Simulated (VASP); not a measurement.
The system is Ir.

```
Ir
1.0
    -1.53641    1.53641    1.53641
     1.53641   -1.53641    1.53641
     1.53641    1.53641   -1.53641
Ir
1
Direct
  0.00000 0.00000 0.00000
```

* Program: VASP 6.6.1
* Task: relaxation of cell and atoms
* Functional: PBE
* Potentials or basis: VASP PAW PBE potentials, release 64 (Ir)
* Cutoff: 600 eV
* k mesh: 17 × 17 × 17
* Occupations: fermi-dirac, width 0.05 eV
* Spin: no spin polarisation

At the start: pressure 13.0 GPa; volume 14.51 Å³/atom.

Question: How do energy, volume and symmetry change on relaxing?

Answer: Over 4 steps the energy falls by 21.9 meV/atom and the volume is 15.07 Å³/atom (+3.9 %); space group Im-3m (No. 229, to 0.05 Å).

The path:
| step | energy change (eV) | largest force (eV/Å) | pressure (GPa) | volume (Å³) |
| --- | --- | --- | --- | --- |
| 1 | 0.0000 | 0.0000 | 12.97 | 14.51 |
| 2 | 0.1837 | 0.0000 | -28.21 | 17.11 |
| 3 | -0.0218 | 0.0000 | -0.66 | 15.10 |
| 4 | -0.0219 | 0.0000 | -0.05 | 15.07 |

Final structure:
```
Ir
1.0
    -1.55611    1.55611    1.55611
     1.55611   -1.55611    1.55611
     1.55611    1.55611   -1.55611
Ir
1
Direct
  0.00000 0.00000 0.00000
```
